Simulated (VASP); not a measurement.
# CaF2 (Fluorite) (Fm-3m) in VASP: further runs

Runs on CaF2 (Fluorite). Level: LDA. Tasks: single point.

All numbers are computed with VASP 6.6.1; they aren't measurements. Logs are shortened: lines on timing, memory, paths and dates and some standing lists are left out, and cuts for length are marked.

## 1. The cell of the first run

The structure is cubic, space group Fm-3m (No. 225). The conventional cell has a = 5.413 Å, b = 5.413 Å, c = 5.413 Å, α = 90.00°, β = 90.00°, γ = 90.00°. Ca (site symmetry m-3m) has 8 F at 2.34 Å within 3.1 Å. F (site symmetry -43m) has 4 Ca at 2.34 Å and 6 F at 2.71 Å within 3.1 Å.

## 2. Single point, LDA

INCAR

```
PREC = Accurate
ENCUT = 600
EDIFF = 1E-6
ISMEAR = 0
SIGMA = 0.01
LREAL = False
LASPH = True
NELM = 120
ALGO = Normal
ISIF = 2
LWAVE = False
LCHARG = False
GGA = CA
NBANDS = 19
GGA_COMPAT = False
```

KPOINTS

```
regular mesh
0
Gamma
  6 6 6
```

POSCAR

```
CaF2
1.0
    0.0000000000      2.7065054070      2.7065054070
    2.7065054070      0.0000000000      2.7065054070
    2.7065054070      2.7065054070      0.0000000000
Ca F
1 2
Direct
    0.0000000000      0.0000000000      0.0000000000
    0.2500000000      0.2500000000      0.2500000000
    0.7500000000      0.7500000000      0.7500000000
```

Potentials or basis: VASP PAW LDA potentials, release 64 (Ca_sv, F).

The run is started by

```
cat potpaw_LDA.64/Ca_sv/POTCAR potpaw_LDA.64/F/POTCAR > POTCAR
mpirun -np 1 vasp_std > vasp.out
```

OUTCAR:

```text
PREC = Accurate
   ENCUT = 600
   EDIFF = 1E-6
   ISMEAR = 0
   LREAL = False
   LASPH = True
   NELM = 120
   ISIF = 2
   GGA = CA

 ion  position               nearest neighbor table
   1  0.000  0.000  0.000-   3 2.34   3 2.34   3 2.34   2 2.34   3 2.34   2 2.34   2 2.34   2 2.34

   2  0.250  0.250  0.250-   1 2.34   1 2.34   1 2.34   1 2.34
   3  0.750  0.750  0.750-   1 2.34   1 2.34   1 2.34   1 2.34

  LATTYP: Found a face centered cubic cell.
 ALAT       =     5.4130108140

  Lattice vectors:

 A1 = (   0.0000000000,   2.7065054070,   2.7065054070)
 A2 = (   2.7065054070,   0.0000000000,   2.7065054070)
 A3 = (   2.7065054070,   2.7065054070,   0.0000000000)

Analysis of symmetry for initial positions (statically):
[... 33 lines left out ...]
                                     Primitive cell

  volume of cell :      39.6512

  direct lattice vectors                    reciprocal lattice vectors
     0.000000000  2.706505407  2.706505407    -0.184740071  0.184740071  0.184740071
     2.706505407  0.000000000  2.706505407     0.184740071 -0.184740071  0.184740071
     2.706505407  2.706505407  0.000000000     0.184740071  0.184740071 -0.184740071

  length of vectors
     3.827576653  3.827576653  3.827576653     0.319979188  0.319979188  0.319979188

  position of ions in fractional coordinates (direct lattice)
     0.000000000  0.000000000  0.000000000
     0.250000000  0.250000000  0.250000000
     0.750000000  0.750000000  0.750000000

  ion indices of the primitive-cell ions
   primitive index   ion index
                 1           1
                 2           2
                 3           3

----------------------------------------------------------------------------------------

 KPOINTS: regular mesh

Automatic generation of k-mesh.
 Grid dimensions read from file:
 generate k-points for:    6    6    6

 Generating k-lattice:

  Cartesian coordinates                     Fractional coordinates (reciprocal lattice)
    -0.030790012  0.030790012  0.030790012     0.166666667  0.000000000  0.000000000
     0.030790012 -0.030790012  0.030790012     0.000000000  0.166666667  0.000000000
     0.030790012  0.030790012 -0.030790012     0.000000000  0.000000000  0.166666667

  Length of vectors
     0.053329865  0.053329865  0.053329865

  Shift w.r.t. Gamma in fractional coordinates (k-lattice)
     0.000000000  0.000000000  0.000000000
[... 36 lines left out ...]
   ISPIN  =      1    spin polarized calculation?
   LNONCOLLINEAR =      F non collinear calculations
   LSORBIT =      F    spin-orbit coupling
   LASPH  =      T    aspherical Exc in radial PAW
   ENCUT  =  600.0 eV  44.10 Ry    6.64 a.u.   7.64  7.64  7.64*2*pi/ulx,y,z
   NELM   =    120;   NELMIN=  2; NELMDL= -5     # of ELM steps
   EDIFF  = 0.1E-05   stopping-criterion for ELM
   LREAL  =      F    real-space projection
   EDIFFG = 0.1E-04   stopping-criterion for IOM
   NSW    =      0    number of steps for IOM
   IBRION =     -1    ionic relax: 0-MD 1-quasi-New 2-CG
   NFREE  =      0    steps in history (QN), initial steepest desc. (CG)
   ISIF   =      2    stress and relaxation
   ISYM   =      2    0-nonsym 1-usesym 2-fastsym
   POTIM  = 0.5000    time-step for ionic-motion
   TEBEG  =    0.0;   TEEND  =   0.0 temperature during run
   PSTRESS=    0.0 pullay stress
   NELECT =      24.0000    total number of electrons
   NUPDOWN=      -1.0000    fix difference up-down
   EMIN   =  10.00;   EMAX   =-10.00  energy-range for DOS
   EFERMI =   0.00;   METHOD = LEGACY
   ISMEAR =     0;   SIGMA  =   0.01  broadening in eV -4-tet -1-fermi 0-gaus
   EFERMI_NEDOS =   21; number of points for ismear=-14 and -15
   IALGO  =     38    algorithm
   IMIX   =      4    mixing-type and parameters
     AMIX     =   0.40;   BMIX     =  1.00
     AMIX_MAG =   1.60;   BMIX_MAG =  1.00
  volume/ion in A,a.u.               =      13.22        89.19
  Fermi-wavevector in a.u.,A,eV,Ry     =   1.384819  2.616928 26.092215  1.917724
  Thomas-Fermi vector in A             =   2.509287
   LORBIT       =      0    0 simple, 1 ext, 2 COOP (PROOUT), +10 PAW based schemes
   GGA     = CA    functional components
   LHFCALC =     F    Hartree Fock is set to
   AEXX    =    0.0000 exact exchange contribution
   IVDW    =     0    specifies the selected vdW correction
   LEPSILON=     F    determine dielectric tensor
   LRPA    =     F    only Hartree local field effects (RPA)
 non-spin polarized calculation
 Gauss-broadening in eV      SIGMA  =   0.01
  energy-cutoff  :      600.00
  volume of cell :       39.65
 maximum number of plane-waves:      1363
 NGX is ok and might be reduce to    32
   NGX = 15   NGY = 15   NGZ = 15

 number of electron      23.9999987 magnetization

 Free energy of the ion-electron system (eV)
  ---------------------------------------------------
  ext. energy  EPLUGINS =         0.00000000
  ---------------------------------------------------
  free energy    TOTEN  =       -18.99409547 eV

  energy without entropy =      -18.99409547  energy(sigma->0) =      -18.99409547

 E-fermi :  -1.1173     XC(G=0): -10.5077

 val. band max:       -1.2126860701   @ k =   0.5000   0.5000   0.0000
 cond. band min:       5.8511208907   @ k =   0.0000   0.0000   0.0000
 fundamental gap:      7.0638069607
 Fermi energy:        -1.1173496070

 k-point     1 :       0.0000    0.0000    0.0000
  band No.  band energies     occupation
      1     -36.5192      2.00000
      2     -20.8110      2.00000
      3     -19.9483      2.00000
      4     -17.7605      2.00000
      5     -17.7605      2.00000
      6     -17.7605      2.00000
[... 329 lines left out ...]
      6     -17.1626      2.00000
[... 11 lines left out ...]
     18      13.2819      0.00000
     19      13.3471      0.00000

------------------------ aborting loop because EDIFF is reached ----------------------------------------

  FORCE on cell =-STRESS in cart. coord.  units (eV):
  Direction    XX          YY          ZZ          XY          YZ          ZX
  --------------------------------------------------------------------------------------
  -------------------------------------------------------------------------------------
  Total       -1.0036188     -1.0036188     -1.0036188     -0.0000000     -0.0000000      0.0000000
  in kB      -40.5529691    -40.5529691    -40.5529691     -0.0000000     -0.0000000      0.0000000
  external PRESSURE =     -40.5529691 kB  Pullay stress =       0.0000000 kB

 VOLUME and BASIS-vectors are now :
 -----------------------------------------------------------------------------
  energy-cutoff  :      600.00
  volume of cell :       39.65
      direct lattice vectors                 reciprocal lattice vectors
     0.000000000  2.706505407  2.706505407    -0.184740071  0.184740071  0.184740071
     2.706505407  0.000000000  2.706505407     0.184740071 -0.184740071  0.184740071
     2.706505407  2.706505407  0.000000000     0.184740071  0.184740071 -0.184740071

 POSITION                                       TOTAL-FORCE (eV/Angst)
 -----------------------------------------------------------------------------------
      0.00000      0.00000      0.00000         0.000000      0.000000     -0.000000
      1.35325      1.35325      1.35325         0.000000      0.000000      0.000000
      4.05976      4.05976      4.05976        -0.000000     -0.000000     -0.000000
 -----------------------------------------------------------------------------------
    total drift:                                0.000000     -0.000000      0.000000

  FREE ENERGIE OF THE ION-ELECTRON SYSTEM (eV)
  ---------------------------------------------------
  free  energy   TOTEN  =       -18.9940954749 eV

  energy  without entropy=      -18.9940954749  energy(sigma->0) =      -18.99409547
```

OSZICAR:

```text
N       E                     dE             d eps       ncg     rms          rms(c)
DAV:   1     0.228434433418E+03    0.22843E+03   -0.14582E+04   608   0.142E+03
DAV:   2    -0.769868553626E+01   -0.23613E+03   -0.22930E+03   712   0.370E+02
DAV:   3    -0.198857160076E+02   -0.12187E+02   -0.12120E+02   689   0.882E+01
DAV:   4    -0.202673192900E+02   -0.38160E+00   -0.38042E+00   926   0.127E+01
DAV:   5    -0.202701528820E+02   -0.28336E-02   -0.28335E-02   682   0.124E+00    0.770E+00
DAV:   6    -0.190584218432E+02    0.12117E+01   -0.49464E+00   653   0.155E+01    0.302E+00
DAV:   7    -0.190141456116E+02    0.44276E-01   -0.12685E-01   700   0.357E+00    0.169E+00
DAV:   8    -0.189937328289E+02    0.20413E-01   -0.33374E-02   700   0.202E+00    0.211E-01
DAV:   9    -0.189938990350E+02   -0.16621E-03   -0.46895E-03   752   0.534E-01    0.102E-01
DAV:  10    -0.189940980139E+02   -0.19898E-03   -0.74919E-04   667   0.215E-01    0.171E-02
DAV:  11    -0.189941005086E+02   -0.24946E-05   -0.88435E-05   702   0.735E-02    0.165E-02
DAV:  12    -0.189940953221E+02    0.51864E-05   -0.21062E-05   766   0.432E-02    0.174E-03
DAV:  13    -0.189940954749E+02   -0.15275E-06   -0.15093E-06   542   0.119E-02
   1 F= -.18994095E+02 E0= -.18994095E+02  d E =-.263565E-43
```

It took 14 s on 1 thread of Intel Xeon 8259CL, shared host; peak memory 0.16 GiB.

Results:

* Free energy: -18.9941 eV
* Pressure: -4.1 GPa
* Band gap on the k mesh: 7.06 eV, indirect (least direct gap 7.33 eV)

## 3. Single point, LDA

This run uses another cell than the first one, of 13.58 Å³/atom, 1.027 times its volume.

Changes to INCAR since step 2:

```diff
@@ -11,4 +11,6 @@
 LWAVE = False
-LCHARG = False
+LCHARG = True
 GGA = CA
+LELF = True
+LVHAR = True
 NBANDS = 19
```

KPOINTS is that of step 2.

POSCAR

```
CaF2
1.0
    0.0000000000      2.7310000000      2.7310000000
    2.7310000000      0.0000000000      2.7310000000
    2.7310000000      2.7310000000      0.0000000000
Ca F
1 2
Direct
    0.0000000000      0.0000000000      0.0000000000
    0.2500000000      0.2500000000      0.2500000000
    0.7500000000      0.7500000000      0.7500000000
```

Potentials or basis: VASP PAW LDA potentials, release 64 (Ca_sv, F).

The run is started by

```
cat potpaw_LDA.64/Ca_sv/POTCAR potpaw_LDA.64/F/POTCAR > POTCAR
mpirun -np 1 vasp_std > vasp.out
```

Run time: 16 s. Hardware: 1 thread of Intel Xeon 8259CL, shared host; peak memory 0.16 GiB.

It converged, with:

```
Free energy            : -18.9622 eV
Pressure               : -6.2 GPa
Band gap on the k mesh : 6.91 eV, indirect (least direct gap 7.17 eV)
```

Levels at points of the mesh, in eV from the valence-band top:
| k point | band 10 | band 11 | band 12 | band 13 | band 14 | band 15 |
| --- | --- | --- | --- | --- | --- | --- |
| (0.00, 0.00, 0.00) | -0.26 | -0.26 | -0.26 | 6.91 | 9.03 | 9.03 |
| (0.50, 0.00, 0.00) | -1.28 | -0.85 | -0.85 | 9.26 | 9.26 | 9.65 |
| (0.50, 0.50, 0.00) | -0.38 | -0.38 | 0.00 | 7.87 | 9.42 | 10.01 |

A k mesh can miss the band edges. A hybrid or GW would open this gap; LDA tends to underestimate it.

## 4. Single point, LDA

This run uses another cell than the first one, of 13.94 Å³/atom, 1.055 times its volume.

INCAR

```
PREC = Accurate ; ENCUT = 600
EDIFF = 1E-6 ; ISMEAR = 0
SIGMA = 0.01 ; LREAL = False
LASPH = True ; NELM = 120
ALGO = Normal ; ISIF = 2
LWAVE = False ; LCHARG = True
LELF = True ; LVHAR = True
NBANDS = 19 ; GGA_COMPAT = False
```

KPOINTS

```
Automatic mesh
0
Gamma
  6 6 6
```

POSCAR

```
CaF2
1.0
    0.0000000000      2.7550629139      2.7550629139
    2.7550629139      0.0000000000      2.7550629139
    2.7550629139      2.7550629139      0.0000000000
Ca F
1 2
Direct
    0.0000000000      0.0000000000      0.0000000000
    0.2500000000      0.2500000000      0.2500000000
    0.7500000000      0.7500000000      0.7500000000
```

The run is started by

```
cat potpaw_LDA.64/Ca_sv/POTCAR potpaw_LDA.64/F/POTCAR > POTCAR
mpirun -np 1 vasp_std > vasp.out
```

Run time: 16 s. Hardware: 1 thread of Intel Xeon 8259CL, shared host; peak memory 0.16 GiB.

It converged, with:

```
Free energy            : -18.9168 eV
Pressure               : -8.0 GPa
Band gap on the k mesh : 6.75 eV, indirect (least direct gap 7.01 eV)
```

Levels at points of the mesh, in eV from the valence-band top:
| k point | band 9 | band 10 | band 11 | band 12 | band 13 | band 14 | band 15 | band 16 |
| --- | --- | --- | --- | --- | --- | --- | --- | --- |
| (0.00, 0.00, 0.00) | -2.09 | -0.26 | -0.26 | -0.26 | 6.75 | 8.93 | 8.93 | 10.99 |
| (0.50, 0.00, 0.00) | -1.30 | -1.24 | -0.83 | -0.83 | 9.14 | 9.14 | 9.48 | 10.18 |
| (0.50, 0.50, 0.00) | -1.64 | -0.36 | -0.36 | 0.00 | 7.80 | 9.27 | 9.87 | 10.66 |

A k mesh can miss the band edges.

[end of part 1 of 2]
